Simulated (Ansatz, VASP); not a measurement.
One calculation of Zn, two programs

```
CELL_PARAMETERS angstrom
-1.68972 1.49853 1.49853
1.49853 -1.68972 1.49853
1.49853 1.49853 -1.68972
ATOMIC_POSITIONS crystal
Zn 0.00000 0.00000 0.00000
```

Alike in both runs: task single point; functional LDA; k mesh 22 × 22 × 22; occupations gaussian, width 0.15 eV; no spin polarisation.

|  | VASP | Ansatz |
| --- | --- | --- |
| version | VASP 6.6.1 | Ansatz 0.2.0 |
| potentials or method | VASP PAW LDA potentials, release 64 (Zn), cutoff 520 eV | scalar-relativistic, plane waves, PAW |
| valence electrons in the cell | 12 | 12 |

Ansatz gave:

| Item | Value |
| --- | --- |
| gap on the k mesh at the Fermi level (eV) | none |
| pressure (GPa) | 10.9 |
| traceless stress, the component that is largest in VASP (GPa) | 11.45 |

Problem. Estimate VASP's values.

Solution. gap on the k mesh at the Fermi level (eV): none; pressure (GPa): 11.6; traceless stress, the component that is largest in VASP (GPa): 11.84.

LDA's correlation is that of Perdew and Zunger in VASP and of Perdew and Wang (1992) in Ansatz. A gap of «none» marks a metal or a gap that the smearing closes.
